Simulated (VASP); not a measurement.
# MgS (F-43m) in VASP: G0W0 quasiparticle levels with r2SCAN

Aim: the G0W0 quasiparticle levels of MgS with r2SCAN.

Everything below comes from runs of VASP 6.6.1. Logs are shortened: lines on timing, memory, paths and dates and some standing lists are left out, and cuts for length are marked.

### Step 1. The cell of the first run

The structure is cubic, space group F-43m (No. 216). The conventional cell has a = 5.662 Å, b = 5.662 Å, c = 5.662 Å, α = 90.00°, β = 90.00°, γ = 90.00°. Within 3.2 Å of Mg (site symmetry -43m) lie 4 S at 2.45 Å. S (site symmetry -43m) has 4 Mg at 2.45 Å within 3.2 Å.

### Step 2. G0W0 quasiparticle levels, r2SCAN

File POSCAR:

```
MgS
1.0
    0.0000000000      2.8308747674      2.8308747674
    2.8308747674      0.0000000000      2.8308747674
    2.8308747674      2.8308747674      0.0000000000
Mg S
1 1
Direct
    0.0000000000      0.0000000000      0.0000000000
    0.7500000000      0.7500000000      0.7500000000
```

File INCAR.step1:

```
  ALGO = Normal
  EDIFF = 1E-8
  ENCUT = 500
  ISMEAR = 0
  LASPH = True
  LCHARG = False
  LMIXTAU = True
  LREAL = False
  LWAVE = True
  METAGGA = R2SCAN
  NELM = 60
  PREC = Accurate
  SIGMA = 0.01
```

File INCAR.step2:

```
  ALGO = Exact
  EDIFF = 1E-8
  ENCUT = 500
  ISMEAR = 0
  ISTART = 1
  LASPH = True
  LCHARG = False
  LMIXTAU = True
  LOPTICS = True
  LREAL = False
  LWAVE = True
  METAGGA = R2SCAN
  NBANDS = 77
  NELM = 1
  PREC = Accurate
  SIGMA = 0.01
```

File INCAR.step3:

```
  ALGO = EVGW0
  EDIFF = 1E-8
  ENCUT = 500
  ENCUTGW = 80.0
  ISMEAR = 0
  ISTART = 1
  LASPH = True
  LCHARG = False
  LMIXTAU = True
  LREAL = False
  LWAVE = False
  METAGGA = R2SCAN
  NBANDS = 77
  NBANDSGW = 12
  NELMGW = 1
  NOMEGA = 96
  OMEGAMAX = 20
  PREC = Accurate
  PRECFOCK = Fast
  SIGMA = 0.01
```

File KPOINTS:

```
k-points
0
Gamma
  6 6 6
```

Potentials or basis: VASP PAW PBE potentials, release 64 (Mg_GW, S_GW).

Started as:

```
$ cat potpaw_PBE.64/Mg_GW/POTCAR potpaw_PBE.64/S_GW/POTCAR > POTCAR
$ cp INCAR.step1 INCAR
$ mpirun -np 1 vasp_std > vasp.out
$ cp INCAR.step2 INCAR
$ mpirun -np 1 vasp_std > vasp.out
$ cp INCAR.step3 INCAR
$ mpirun -np 1 vasp_std > vasp.out
```

OUTCAR:

```text
EDIFF = 1E-8
   ENCUT = 500
   ENCUTGW = 80.0
   ISMEAR = 0
   ISTART = 1
   LASPH = True
   LREAL = False
   METAGGA = R2SCAN
   NELMGW = 1
   PREC = Accurate
   PRECFOCK = Fast

 ion  position               nearest neighbor table
   1  0.000  0.000  0.000-   2 2.45   2 2.45   2 2.45   2 2.45
   2  0.750  0.750  0.750-   1 2.45   1 2.45   1 2.45   1 2.45

  LATTYP: Found a face centered cubic cell.
 ALAT       =     5.6617495348

  Lattice vectors:

 A1 = (   0.0000000000,   2.8308747674,   2.8308747674)
 A2 = (   2.8308747674,   0.0000000000,   2.8308747674)
 A3 = (   2.8308747674,   2.8308747674,   0.0000000000)

Analysis of symmetry for initial positions (statically):
=====================================================================
 Subroutine PRICEL returns:
 Original cell was already a primitive cell.

 Routine SETGRP: Setting up the symmetry group for a
 face centered cubic supercell.

 Subroutine GETGRP returns: Found 24 space group operations
 (whereof 24 operations were pure point group operations)
 out of a pool of 48 trial point group operations.

The static configuration has the point symmetry T_d .

Analysis of symmetry for dynamics (positions and initial velocities):
=====================================================================
 Subroutine PRICEL returns:
 Original cell was already a primitive cell.

 Routine SETGRP: Setting up the symmetry group for a
 face centered cubic supercell.

 Subroutine GETGRP returns: Found 24 space group operations
 (whereof 24 operations were pure point group operations)
 out of a pool of 48 trial point group operations.

The dynamic configuration has the point symmetry T_d .

 Subroutine INISYM returns: Found 24 space group operations
 (whereof 24 operations are pure point group operations),
 and found     1 'primitive' translations

----------------------------------------------------------------------------------------

                                     Primitive cell
[... 80 lines left out ...]
   ENCUT  =  500.0 eV  36.75 Ry    6.06 a.u.   7.30  7.30  7.30*2*pi/ulx,y,z
   NELM   =     60;   NELMIN=  2; NELMDL=  0     # of ELM steps
   EDIFF  = 0.1E-07   stopping-criterion for ELM
   LREAL  =      F    real-space projection
   EDIFFG = 0.1E-06   stopping-criterion for IOM
   NSW    =      0    number of steps for IOM
   IBRION =     -1    ionic relax: 0-MD 1-quasi-New 2-CG
   NFREE  =      0    steps in history (QN), initial steepest desc. (CG)
   ISIF   =      0    stress and relaxation
   ISYM   =      3    0-nonsym 1-usesym 2-fastsym
   POTIM  = 0.5000    time-step for ionic-motion
   TEBEG  =    0.0;   TEEND  =   0.0 temperature during run
   PSTRESS=    0.0 pullay stress
   NELECT =       8.0000    total number of electrons
   NUPDOWN=      -1.0000    fix difference up-down
   EMIN   =  10.00;   EMAX   =-10.00  energy-range for DOS
   EFERMI =   0.00;   METHOD = LEGACY
   ISMEAR =     0;   SIGMA  =   0.01  broadening in eV -4-tet -1-fermi 0-gaus
   EFERMI_NEDOS =   21; number of points for ismear=-14 and -15
   IALGO  =     38    algorithm
   IMIX   =      4    mixing-type and parameters
     AMIX     =   0.40;   BMIX     =  1.00
     AMIX_MAG =   1.60;   BMIX_MAG =  1.00
  volume/ion in A,a.u.               =      22.69       153.09
  Fermi-wavevector in a.u.,A,eV,Ry     =   0.917996  1.734761 11.465859  0.842717
  Thomas-Fermi vector in A             =   2.043028
   LORBIT       =      0    0 simple, 1 ext, 2 COOP (PROOUT), +10 PAW based schemes
   METAGGA = R2SCAN    functional components
   LHFCALC =     T    Hartree Fock is set to
   PRECFOCK=fast      Normal, Fast or Accurate (Low or Medium for compatibility)
   ENCUT4O =  -1.0   cutoff for four orbital integrals eV
   NKREDX  =     1    reduce k-point grid by
   NKREDY  =     1    reduce k-point grid by
   NKREDZ  =     1    reduce k-point grid by
   AEXX    =    1.0000 exact exchange contribution
   HFSCREEN=    0.0000 screening length (either q_TF or 0.3 A-1)
   HFSCREENC=   0.0000 screening length for correlation (either q_TF or 0.3 A-1)
   ENCUTFOCK=  -1.0 apply spherical cutoff to Coloumb kernel
   IVDW    =     0    specifies the selected vdW correction
   LEPSILON=     F    determine dielectric tensor
   LRPA    =     F    only Hartree local field effects (RPA)
   LRPAFORCE           =     F    calculate RPA forces
   ENCUTGW             =  80.0    cutoff for response function in eV
   ENCUTGWSOFT         =  64.0    soft cutoff for Coulomb kernel in GW response function in eV
   ENCUTLF             =  -1.0    cutoff for local field effects
   NELMGW              =     1    number of iterations in solving QP/BSE equation
   NELMHF              =     1    number of iterations in the inner HF iteration
   NKREDLFX            =     1    NKREDLFY  =   1   NKREDLFZ  =   1
 non-spin polarized calculation
 Gauss-broadening in eV      SIGMA  =   0.01
  energy-cutoff  :      500.00
  volume of cell :       45.37
 maximum number of plane-waves:      1167
 NGX is ok and might be reduce to    30
  NGX = 18; NGY = 18; NGZ = 18
   NGX = 15   NGY = 15   NGZ = 15
 maximum number of plane-waves:        80
 NGX is ok and might be reduce to    14

 QP shifts <psi_nk| G(iteration)W_0 |psi_nk>: iteration 1
 for sc-GW calculations column KS-energies equals QP-energies in previous step
 and V_xc(KS)=  KS-energies - (<T + V_ion + V_H > + <T+V_H+V_ion>^1  + <V_x>^1)

 k-point   1 :       0.0000    0.0000    0.0000
  band No.  KS-energies  QP-energies   sigma(KS)   V_xc(KS)     V^pw_x(r,r')   Z            occupation Imag(sigma)

      1     -10.9670     -11.1032     -13.8427     -13.6473     -20.9014       0.6973       2.0000       1.3149
      2       0.7767      -0.0083     -14.2237     -13.2233     -16.1603       0.7847       2.0000       0.0436
      3       0.7767      -0.0083     -14.2237     -13.2233     -16.1603       0.7847       2.0000       0.0436
      4       0.7767      -0.0083     -14.2237     -13.2233     -16.1603       0.7847       2.0000       0.0436
      5       4.9138       5.2900      -7.3823      -7.8387      -4.2545       0.8242       0.0000      -0.0458
      6       9.3420      10.1645      -7.4719      -8.4916      -3.8677       0.8066       0.0000      -0.0608
      7       9.3420      10.1645      -7.4719      -8.4916      -3.8677       0.8066       0.0000      -0.0608
      8       9.3420      10.1645      -7.4719      -8.4916      -3.8677       0.8066       0.0000      -0.0608
      9      12.1688      13.1327      -7.9976      -9.2234      -3.9868       0.7864       0.0000      -0.1012
     10      12.1688      13.1327      -7.9976      -9.2234      -3.9868       0.7864       0.0000      -0.1012
     11      15.4785      15.4074      -6.0016      -5.9091      -1.3700       0.7691       0.0000      -0.2782
     12      15.5835      15.4781      -6.3729      -6.2362      -1.5353       0.7716       0.0000      -0.4564
[... 228 lines left out ...]
      1     -10.0392     -10.0330     -14.4410     -14.4499     -21.3613       0.6936       2.0000       1.0478
      2      -1.7241      -2.7906     -12.7535     -11.3493     -15.2173       0.7595       2.0000       0.0717
      3      -0.7963      -1.7855     -13.1808     -11.8974     -15.4111       0.7708       2.0000       0.0575
      4      -0.4902      -1.4493     -13.1831     -11.9453     -15.3065       0.7749       2.0000       0.0529
      5       6.2077       6.7302      -6.9801      -7.6186      -3.8064       0.8183       0.0000      -0.0497
      6       8.2540       9.0080      -7.6183      -8.5456      -4.2160       0.8131       0.0000      -0.0548
      7      10.8698      11.4338      -7.2762      -7.9975      -3.2238       0.7820       0.0000      -0.0954
      8      10.9196      11.6950      -8.3952      -9.3861      -4.4529       0.7825       0.0000      -0.0851
      9      14.2907      14.5703      -7.6403      -8.0142      -2.7564       0.7479       0.0000      -0.2739
     10      15.2263      16.3476      -9.3129     -10.7891      -4.5973       0.7596       0.0000      -0.2568
     11      15.5409      15.8988      -8.0601      -8.5339      -3.1751       0.7554       0.0000      -0.3468
     12      16.4919      17.2846      -8.6966      -9.7288      -3.7832       0.7679       0.0000      -0.4121
```

OUTCAR.step1:

```text
EDIFF = 1E-8
   ENCUT = 500
   ISMEAR = 0
   LASPH = True
   LREAL = False
[... 387 lines left out ...]
      0.00000      0.00000      0.00000        -0.000000     -0.000000     -0.000000
      4.24631      4.24631      4.24631         0.000000      0.000000      0.000000
 -----------------------------------------------------------------------------------
    total drift:                                0.000005      0.000005      0.000005

  FREE ENERGIE OF THE ION-ELECTRON SYSTEM (eV)
  ---------------------------------------------------
  free  energy   TOTEN  =       -15.4626123713 eV

  energy  without entropy=      -15.4626123713  energy(sigma->0) =      -15.46261237
```

OUTCAR.step2:

```text
EDIFF = 1E-8
   ENCUT = 500
   ISMEAR = 0
   ISTART = 1
[... 849 lines left out ...]
  --------------------------------------------------------------------------------------------------------------
     0.00000     4.01892     4.01892     4.01892    -0.00000    -0.00000     0.00000
     1.13871     4.09337     4.09337     4.09337    -0.00000    -0.00000     0.00000
     2.27741     4.35165     4.35165     4.35165    -0.00000    -0.00000     0.00000
     3.41612     4.96791     4.96791     4.96791    -0.00000    -0.00000     0.00000
     4.55482     6.01623     6.01623     6.01623    -0.00000    -0.00000     0.00000
     5.69353     8.85227     8.85227     8.85227    -0.00000     0.00000     0.00000
[... 92 lines left out ...]
   111.59321     0.98057     0.98057     0.98057     0.00000     0.00000    -0.00000
   112.73191     0.98098     0.98098     0.98098     0.00000     0.00000    -0.00000
```

Wall time 5.2 min (1 thread of Intel Xeon 6975P-C (Granite Rapids), shared host); peak memory 0.62 GiB.

Results:

| Quantity | Value |
| --- | --- |
| Quasiparticle gap | 5.30 eV |
| Least direct quasiparticle gap | 5.30 eV |
| Band gap of the starting levels on the mesh | 4.14 eV |
| Least direct gap of the starting levels on the mesh | 4.14 eV |

Caveat: bands, screening cutoff and mesh are small and nothing is extrapolated, so the quasiparticle values aren't converged.
